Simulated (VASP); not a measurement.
A run of VASP 6.6.1:

INCAR

```
PREC = Accurate
ENCUT = 520
EDIFF = 1E-7
ISMEAR = -1
SIGMA = 0.05
LREAL = False
LASPH = True
NELM = 80
ALGO = Normal
ISIF = 2
LWAVE = False
LCHARG = False
GGA = PS
NBANDS = 16
```

Contents of KPOINTS:

```
regular mesh
0
Gamma
  17 17 17
```

Contents of POSCAR:

```
TiN
1.0
    0.0000000000      2.1290498857      2.1290498857
    2.1290498857      0.0000000000      2.1290498857
    2.1290498857      2.1290498857      0.0000000000
Ti N
1 1
Direct
    0.0000000000      0.0000000000      0.0000000000
    0.5000000000      0.5000000000      0.5000000000
```

Potentials or basis: VASP PAW PBE potentials, release 64 (Ti_sv, N).

Run with:

```console
$ cat potpaw_PBE.64/Ti_sv/POTCAR potpaw_PBE.64/N/POTCAR > POTCAR
$ mpirun -np 1 vasp_std > vasp.out
```

Hardware: 1 thread of Intel(R) Xeon(R) Platinum 8259CL CPU @ 2.50GHz (Skylake/Cascade Lake) (shared host).

Question: Estimate the wall time of this run.

Answer: Run time: 72 s on 1 thread of Intel(R) Xeon(R) Platinum 8259CL CPU @ 2.50GHz (Skylake/Cascade Lake) (shared host), peak memory 0.17 GiB. Counts: scf iterations 17, k points 165.
